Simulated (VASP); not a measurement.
Write the native input for VASP 6.6.1 that does the following.

```
Task                   : single point
Functional             : PBE
Dispersion             : D3(BJ)
Potentials or basis    : VASP PAW PBE potentials, release 64 (Sn_d, O)
Cutoff                 : 520 eV
k mesh                 : 12 × 12 × 4
Occupations            : gaussian, width 0.05 eV
Spin                   : no spin polarisation
Dipole correction      : no
Further INCAR settings : ALGO = Normal; EDIFF = 1e-06; NBANDS = 35
```

The structure of SnO2 lies in POSCAR:

```
SnO2
1.0
    3.2915730852      0.0000000000      0.0000000000
   -1.6457865426      2.8505859103      0.0000000000
    0.0000000000      0.0000000000     10.5950939857
Sn O
2 4
Direct
   -0.0649822401      0.0000000000      0.5000000000
    0.0649822401      0.0000000000      0.0000000000
    0.6008675808      0.3333333333      0.4018520904
    0.7324657525      0.3333333333      0.0981479096
    0.2675342475      0.6666666667      0.5981479096
    0.3991324192      0.6666666667      0.9018520904
```

These files were run (other wordings do the same):

INCAR

```
  PREC = Accurate
  ENCUT = 520
  EDIFF = 1E-6
  ISMEAR = 0
  SIGMA = 0.05
  LREAL = F
  LASPH = T
  NELM = 80
  ALGO = Normal
  ISIF = 2
  LWAVE = F
  LCHARG = F
  GGA = PE
  IVDW = 12
  NBANDS = 35
```

KPOINTS

```
regular mesh
0
Gamma
  12 12 4
```

Potentials or basis: VASP PAW PBE potentials, release 64 (Sn_d, O).

The run is started by

```bash
$ cat potpaw_PBE.64/Sn_d/POTCAR potpaw_PBE.64/O/POTCAR > POTCAR
$ mpirun -np 1 vasp_std > vasp.out
```

Results of the run:

| Quantity | Value |
| --- | --- |
| Pressure | -8.0 GPa |
| Largest force | 0.658 eV/Å |
| Band gap on the k mesh | 1.66 eV, indirect (least direct gap 1.93 eV) |
| Dispersion energy per atom | -0.152 eV |

Caveat: spin-orbit coupling is left out, which moves the levels of the heavy elements.

Run time: 2.5 min on 1 thread of Intel(R) Xeon(R) 6975P-C (Granite Rapids), with other jobs on the host, peak memory 0.45 GiB.
